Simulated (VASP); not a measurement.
Runs of VASP 6.6.1 on Si2Mo. The structure is that of space group I4/mmm (No. 139), or close to it. The cells are those of the table. 

| cell | gap on the mesh (eV) | pressure (GPa) | largest force (eV/Å) |
| --- | --- | --- | --- |
| a = 4.624 Å, angles 138.7, 138.7, 59.9°, 3 atoms | none | -13.2 | 0.40 |
| a = 4.520 Å, angles 138.7, 138.7, 59.9°, 3 atoms | none | -0.2 | 0.31 |
| a = 4.565 Å, angles 138.7, 138.7, 59.9°, 3 atoms | none | (a) | 0.35 |
| a = 4.474 Å, angles 138.7, 138.7, 59.9°, 3 atoms | none | 7.1 | 0.26 |

Alike in all rows: task electric field gradients; level PBEsol; potentials or basis VASP PAW PBE potentials, release 64 (Si, Mo_sv); no spin polarisation; k mesh 16 × 16 × 16; cutoff (eV) 520; smearing fermi-dirac 0.08 eV.

Problem. Fill in the values left out.

Solution. (a) -6.4.

Caveats: the PAW data sets were made with another functional, which shifts forces and pressure a little; the cell stands under tension (at least some runs); the cell stands under pressure (at least some runs).

A k mesh can miss the band edges, and the runs leave out spin-orbit coupling on Mo.

A gap of «none» marks levels without a gap at the run's occupations.
